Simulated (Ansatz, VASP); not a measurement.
## One calculation of TePb, two programs

```
CELL_PARAMETERS angstrom
0.00000 3.18435 3.18435
3.18435 0.00000 3.18435
3.18435 3.18435 0.00000
ATOMIC_POSITIONS crystal
Te 0.50000 0.50000 0.50000
Pb 0.00000 0.00000 0.00000
```

Alike in both runs: task single point; functional PBE; k mesh 8 × 8 × 8; occupations gaussian, width 0.02 eV; no spin polarisation.

|  | VASP | Ansatz |
| --- | --- | --- |
| version | VASP 6.6.1 | Ansatz 0.2.0 |
| potentials or method | VASP PAW PBE potentials, release 64 (Te, Pb_d), cutoff 500 eV | scalar-relativistic, plane waves, PAW |
| valence electrons in the cell | 20 | 30 |

Ansatz gave:

| Quantity | Value |
| --- | --- |
| gap on the k mesh at the Fermi level (eV) | 0.63 |
| least direct gap on the mesh (eV) | 0.63 |
| pressure (GPa) | 4.4 |

Q: Estimate VASP's values.

A: gap on the k mesh at the Fermi level (eV): 0.64; least direct gap on the mesh (eV): 0.64; pressure (GPa): 4.4.

VASP's potentials hold 20 valence electrons a cell and Ansatz's 30, so a difference there can come from the potentials and not from the codes.

Spin-orbit coupling is off throughout.
